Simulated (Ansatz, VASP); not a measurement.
## NaCl in VASP and in Ansatz

```xyz
2
Lattice="0.0000 2.7941 2.7941 2.7941 0.0000 2.7941 2.7941 2.7941 0.0000" Properties=species:S:1:pos:R:3 pbc="T T T"
Cl    2.7941    2.7941    2.7941
Na    0.0000    0.0000    0.0000
```

Alike in both runs: task single point; functional PBE-based screened hybrid with a share of 0.1 of exact exchange and HFSCREEN = 0.2; k mesh 4 × 4 × 4; occupations fermi-dirac, width 0.05 eV; no spin polarisation.

|  | VASP | Ansatz |
| --- | --- | --- |
| version | VASP 6.6.1 | Ansatz 0.2.0 |
| potentials or method | VASP PAW PBE potentials, release 64 (Cl, Na_pv), cutoff 520 eV | all-electron PAW datasets made for the crystal |

```tsv
	VASP	Ansatz	Ansatz less VASP
gap on the k mesh at the Fermi level (eV)	5.77	5.77	+0.003
least direct gap on the mesh (eV)	5.77	5.77	+0.003
pressure (GPa)	1.3	1.3	+0.01
```

VASP's potentials were made for PBE, not for PBE-based screened hybrid. Ansatz ran all-electron here, and VASP with PAW potentials.

The k mesh is coarse, so the values compare programs but aren't converged.
